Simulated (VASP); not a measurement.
# Sb in VASP: single point with PBE+D3(BJ)

Aim: the single point of Sb with PBE+D3(BJ).

Program: VASP 6.6.1. These are calculated values, not measurements. Logs are shortened: lines on timing, memory, paths and dates and some standing lists are left out, and cuts for length are marked.

### 1 The cell of the first run

The cell holds a slab with vacuum, 4 atoms: a = 4.069 Å, b = 4.069 Å, c = 20.800 Å, α = 90.00°, β = 90.00°, γ = 120.00°.

### 2 Single point, PBE+D3(BJ)

The input, INCAR:

```
SYSTEM = Sb
  PREC = Accurate
  ENCUT = 520
  EDIFF = 1E-6
  ISMEAR = 0
  SIGMA = 0.05
  LREAL = .FALSE.
  LASPH = .TRUE.
  NELM = 80
  ALGO = Normal
  ISIF = 2
  LWAVE = .FALSE.
  LCHARG = .FALSE.
  LDIPOL = .TRUE.
  IDIPOL = 3
  DIPOL = 0.5 0.5 0.385
  GGA = PE
  IVDW = 12
  NBANDS = 18
```

The input, KPOINTS:

```
Automatic mesh
0
G
  9 9 1
  0 0 0
```

The input, POSCAR:

```
Sb
1.0
    4.0686848921      0.0000000000      0.0000000000
   -2.0343424461      3.5235844766      0.0000000000
    0.0000000000      0.0000000000     20.8000277116
Sb
4
Direct
    0.3333333333      0.6666666667      0.2957507377
    0.6666666667      0.3333333333      0.2163458656
    0.0000000000      1.2222222222      0.5546444312
    0.3333333333      0.8888888889      0.4752439226
```

Potentials or basis: VASP PAW PBE potentials, release 64 (Sb).

Started as:

```bash
$ cat potpaw_PBE.64/Sb/POTCAR > POTCAR
$ mpirun -np 1 vasp_std > vasp.out
```

OUTCAR:

```text
SYSTEM = Sb
   PREC = Accurate
   ENCUT = 520
   EDIFF = 1E-6
   ISMEAR = 0
   LREAL = .FALSE.
   LASPH = .TRUE.
   NELM = 80
   ISIF = 2
   GGA = PE
   IVDW = 12
 IVDW          = 12

 ion  position               nearest neighbor table
   1  0.333  0.667  0.296-   2 2.87   2 2.87   2 2.87
   2  0.667  0.333  0.216-   1 2.87   1 2.87   1 2.87
   3  0.000  0.222  0.555-   4 2.87   4 2.87   4 2.87
   4  0.333  0.889  0.475-   3 2.87   3 2.87   3 2.87

  LATTYP: Found a hexagonal cell.
 ALAT       =     4.0686848921
 C/A-ratio  =     5.1122237930

  Lattice vectors:

 A1 = (   4.0686848921,   0.0000000000,   0.0000000000)
 A2 = (  -2.0343424461,   3.5235844766,   0.0000000000)
 A3 = (   0.0000000000,   0.0000000000,  20.8000277116)

Analysis of symmetry for initial positions (statically):
=====================================================================
 Subroutine PRICEL returns:
 Original cell was already a primitive cell.

 Routine SETGRP: Setting up the symmetry group for a
 hexagonal supercell.

 Subroutine GETGRP returns: Found  2 space group operations
 (whereof  1 operations were pure point group operations)
 out of a pool of 24 trial point group operations.

The static configuration has the point symmetry C_1 .
 The point group associated with its full space group is S_2 .

Analysis of symmetry for dynamics (positions and initial velocities):
=====================================================================
 Subroutine PRICEL returns:
 Original cell was already a primitive cell.

 Routine SETGRP: Setting up the symmetry group for a
 hexagonal supercell.

 Subroutine GETGRP returns: Found  2 space group operations
 (whereof  1 operations were pure point group operations)
 out of a pool of 24 trial point group operations.

The dynamic configuration has the point symmetry C_1 .
 The point group associated with its full space group is S_2 .

 Subroutine INISYM returns: Found  2 space group operations
 (whereof  1 operations are pure point group operations),
 and found     1 'primitive' translations

----------------------------------------------------------------------------------------

                                     Primitive cell

  volume of cell :     298.1966

  direct lattice vectors                    reciprocal lattice vectors
     4.068684892  0.000000000  0.000000000     0.245779663  0.141900954  0.000000000
    -2.034342446  3.523584477  0.000000000     0.000000000  0.283801909  0.000000000
     0.000000000  0.000000000 20.800027712     0.000000000  0.000000000  0.048076859

  length of vectors
     4.068684892  4.068684892 20.800027712     0.283801909  0.283801909  0.048076859

  position of ions in fractional coordinates (direct lattice)
     0.333333333  0.666666667  0.295750738
     0.666666667  0.333333333  0.216345866
     0.000000000  0.222222222  0.554644431
     0.333333333  0.888888889  0.475243923

  ion indices of the primitive-cell ions
   primitive index   ion index
                 1           1
                 2           2
                 3           3
                 4           4

----------------------------------------------------------------------------------------

 KPOINTS: Automatic mesh

Automatic generation of k-mesh.
 Grid dimensions read from file:
 generate k-points for:    9    9    1

 Generating k-lattice:

  Cartesian coordinates                     Fractional coordinates (reciprocal lattice)
     0.027308851  0.015766773  0.000000000     0.111111111 -0.000000000  0.000000000
     0.000000000  0.031533545  0.000000000     0.000000000  0.111111111  0.000000000
     0.000000000  0.000000000  0.048076859     0.000000000  0.000000000  1.000000000

  Length of vectors
     0.031533545  0.031533545  0.048076859

  Shift w.r.t. Gamma in fractional coordinates (k-lattice)
     0.000000000  0.000000000  0.000000000

 Subroutine IBZKPT returns following result:
 ===========================================

 Found     41 irreducible k-points:

 Following reciprocal coordinates:
            Coordinates               Weight
  0.000000  0.000000  0.000000      1.000000
  0.111111 -0.000000  0.000000      2.000000
  0.000000  0.111111  0.000000      2.000000
 -0.111111  0.111111  0.000000      2.000000
  0.222222 -0.000000  0.000000      2.000000
  0.000000  0.222222  0.000000      2.000000
[... 16 lines left out ...]
  0.333333  0.111111  0.000000      2.000000
 -0.111111  0.444444  0.000000      2.000000
 [... further k-points ...]
   k-points           NKPTS =     41   k-points in BZ     NKDIM =     41   number of bands    NBANDS=     18
   number of dos      NEDOS =    301   number of ions     NIONS =      4
   total plane-waves  NPLWV = 144000
   dimension x,y,z NGX =    30 NGY =   30 NGZ =  160
   dimension x,y,z NGXF=    60 NGYF=   60 NGZF=  320
   ions per type =               4
   NGX,Y,Z   is equivalent  to a cutoff of  12.26, 12.26, 12.79 a.u.
   NGXF,Y,Z  is equivalent  to a cutoff of  24.52, 24.52, 25.58 a.u.
 SYSTEM =  Sb
   PREC   = accura    normal or accurate (medium, high low for compatibility)
   ISTART =      0    job   : 0-new  1-cont  2-samecut
   ICHARG =      2    charge: 1-file 2-atom 10-const
   ISPIN  =      1    spin polarized calculation?
   LNONCOLLINEAR =      F non collinear calculations
   LSORBIT =      F    spin-orbit coupling
   LASPH  =      T    aspherical Exc in radial PAW
   ENCUT  =  520.0 eV  38.22 Ry    6.18 a.u.   7.57  7.57 38.67*2*pi/ulx,y,z
   NELM   =     80;   NELMIN=  2; NELMDL= -5     # of ELM steps
   EDIFF  = 0.1E-05   stopping-criterion for ELM
   LREAL  =      F    real-space projection
   EDIFFG = 0.1E-04   stopping-criterion for IOM
   NSW    =      0    number of steps for IOM
   IBRION =     -1    ionic relax: 0-MD 1-quasi-New 2-CG
   NFREE  =      0    steps in history (QN), initial steepest desc. (CG)
   ISIF   =      2    stress and relaxation
   ISYM   =      2    0-nonsym 1-usesym 2-fastsym
   POTIM  = 0.5000    time-step for ionic-motion
   TEBEG  =    0.0;   TEEND  =   0.0 temperature during run
   PSTRESS=    0.0 pullay stress
   NELECT =      20.0000    total number of electrons
   NUPDOWN=      -1.0000    fix difference up-down
   EMIN   =  10.00;   EMAX   =-10.00  energy-range for DOS
   EFERMI =   0.00;   METHOD = LEGACY
   ISMEAR =     0;   SIGMA  =   0.05  broadening in eV -4-tet -1-fermi 0-gaus
   EFERMI_NEDOS =   21; number of points for ismear=-14 and -15
   IALGO  =     38    algorithm
   IMIX   =      4    mixing-type and parameters
     AMIX     =   0.40;   BMIX     =  1.00
     AMIX_MAG =   1.60;   BMIX_MAG =  1.00
  volume/ion in A,a.u.               =      74.55       503.08
  Fermi-wavevector in a.u.,A,eV,Ry     =   0.665146  1.256945  6.019487  0.442420
  Thomas-Fermi vector in A             =   1.739052
   LORBIT       =      0    0 simple, 1 ext, 2 COOP (PROOUT), +10 PAW based schemes
   GGA     = PE    functional components
   LHFCALC =     F    Hartree Fock is set to
   AEXX    =    0.0000 exact exchange contribution
   IVDW    =    12    specifies the selected vdW correction
   LEPSILON=     F    determine dielectric tensor
   LRPA    =     F    only Hartree local field effects (RPA)
 non-spin polarized calculation
 Gauss-broadening in eV      SIGMA  =   0.05
  energy-cutoff  :      520.00
  volume of cell :      298.20
 maximum number of plane-waves:      8073
   NGX = 15   NGY = 15   NGZ = 77

 dipolmoment           0.000000      0.000000      0.000012 electrons x Angstroem

 number of electron      20.0000000 magnetization

 dipolmoment           0.000000      0.000000     -0.000524 electrons x Angstroem

 Free energy of the ion-electron system (eV)
  ---------------------------------------------------
  ext. energy  EPLUGINS =         0.00000000
  ---------------------------------------------------
  free energy    TOTEN  =       -16.16947234 eV

  energy without entropy =      -16.16947234  energy(sigma->0) =      -16.16947234

 E-fermi :   0.1593     XC(G=0):  -4.7401

 val. band max:       -0.0680710916   @ k =   0.1111   0.1111   0.0000
 cond. band min:       0.7516253196   @ k =   0.3333  -0.0000   0.0000
 fundamental gap:      0.8196964112
 Fermi energy:         0.1593328312

 k-point     1 :       0.0000    0.0000    0.0000
  band No.  band energies     occupation
      1     -11.6618      2.00000
      2     -11.5802      2.00000
      3      -6.8517      2.00000
      4      -6.3326      2.00000
      5      -1.5238      2.00000
      6      -0.2261      2.00000
[... 10 lines left out ...]
     17       4.0839      0.00000
     18       4.4162      0.00000

 k-point     2 :       0.1111   -0.0000    0.0000
  band No.  band energies     occupation
      1     -11.5269      2.00000
      2     -11.4446      2.00000
      3      -6.8252      2.00000
      4      -6.3320      2.00000
      5      -1.5659      2.00000
      6      -1.2298      2.00000
[... 10 lines left out ...]
     17       4.2605      0.00000
     18       4.5664      0.00000

 k-point     3 :       0.0000    0.1111    0.0000
  band No.  band energies     occupation
      1     -11.5266      2.00000
      2     -11.4447      2.00000
      3      -6.8239      2.00000
      4      -6.3334      2.00000
      5      -1.5661      2.00000
      6      -1.2383      2.00000
[... 10 lines left out ...]
     17       4.2608      0.00000
     18       4.5658      0.00000

 k-point     4 :      -0.1111    0.1111    0.0000
  band No.  band energies     occupation
      1     -11.5268      2.00000
      2     -11.4447      2.00000
      3      -6.8228      2.00000
      4      -6.3343      2.00000
      5      -1.5762      2.00000
      6      -1.2517      2.00000
[... 375 lines left out ...]
      4      -6.7228      2.00000
      5      -3.2326      2.00000
      6      -2.8709      2.00000
[... 10 lines left out ...]
     17       5.0125      0.00000
     18       5.2016      0.00000

 k-point    23 :       0.3333    0.1111    0.0000
  band No.  band energies     occupation
      1     -10.0553      2.00000
      2      -9.9651      2.00000
      3      -7.6232      2.00000
      4      -7.4488      2.00000
      5      -3.4879      2.00000
      6      -3.1449      2.00000
[... 10 lines left out ...]
     17       5.1498      0.00000
     18       5.6340      0.00000

 k-point    24 :      -0.1111    0.4444    0.0000
  band No.  band energies     occupation
      1     -10.0490      2.00000
      2      -9.9702      2.00000
      3      -7.6256      2.00000
      4      -7.4471      2.00000
      5      -3.4684      2.00000
      6      -3.1526      2.00000
[... 10 lines left out ...]
     17       5.1807      0.00000
     18       5.6414      0.00000

 [... further k-points ...]

------------------------ aborting loop because EDIFF is reached ----------------------------------------

 vacuum level on the upper side and lower side of the slab       (xc-potential included)        -0.130        -0.122

 Edisp (eV)   -1.17736

 E8    (eV) :    -0.5641

  FORCE on cell =-STRESS in cart. coord.  units (eV):
  Direction    XX          YY          ZZ          XY          YZ          ZX
  --------------------------------------------------------------------------------------
  -------------------------------------------------------------------------------------
  Total       0.20967     0.04240     0.24074    -0.09342     0.30501    -0.14608
  in kB       1.12654     0.22779     1.29348    -0.50196     1.63879    -0.78489
  external pressure =        0.88 kB  Pullay stress =        0.00 kB

 VOLUME and BASIS-vectors are now :
 -----------------------------------------------------------------------------
  energy-cutoff  :      520.00
  volume of cell :      298.20
      direct lattice vectors                 reciprocal lattice vectors
     4.068684892  0.000000000  0.000000000     0.245779663  0.141900954  0.000000000
    -2.034342446  3.523584477  0.000000000     0.000000000  0.283801909  0.000000000
     0.000000000  0.000000000 20.800027712     0.000000000  0.000000000  0.048076859

 POSITION                                       TOTAL-FORCE (eV/Angst)
 -----------------------------------------------------------------------------------
     -0.00000      2.34906      6.15162         0.014863     -0.032473      0.086279
      2.03434      1.17453      4.50000         0.012991     -0.026505     -0.083276
     -0.45208      0.78302     11.53662        -0.012991      0.026505      0.083276
     -0.45208      3.13208      9.88509        -0.014863      0.032473     -0.086279
 -----------------------------------------------------------------------------------
    total drift:                               -0.000049      0.000075     -0.029462

  FREE ENERGIE OF THE ION-ELECTRON SYSTEM (eV)
  ---------------------------------------------------
  free  energy   TOTEN  =       -17.3468332297 eV

  energy  without entropy=      -17.3468332297  energy(sigma->0) =      -17.34683323

 vacuum level on the upper side and lower side of the slab         4.522         4.531
```

It took 3.3 min on 1 thread of Intel Xeon Platinum 8559C (Emerald Rapids), shared host; peak memory 0.46 GiB.

Results:

```yaml
Free_energy: -17.3468 eV
Largest_force: 0.093 eV/Å
Band_gap_on_the_k_mesh: 0.82 eV, indirect (least direct gap 1.29 eV)
Dispersion_energy_per_atom: -0.294 eV
```

Forces in eV/Å, atoms in the order of the input:
```
Sb   0.015 -0.032  0.086
Sb   0.013 -0.027 -0.083
Sb  -0.013  0.027  0.083
Sb  -0.015  0.032 -0.086
```

Levels at points of the mesh, in eV from the valence-band top:
| k point | band 8 | band 9 | band 10 | band 11 | band 12 | band 13 |
| --- | --- | --- | --- | --- | --- | --- |
| (0.00, 0.00, 0.00) | -0.05 | -0.04 | -0.03 | 1.46 | 1.99 | 2.66 |

Caveat: spin-orbit coupling is left out, which moves the levels of the heavy elements.
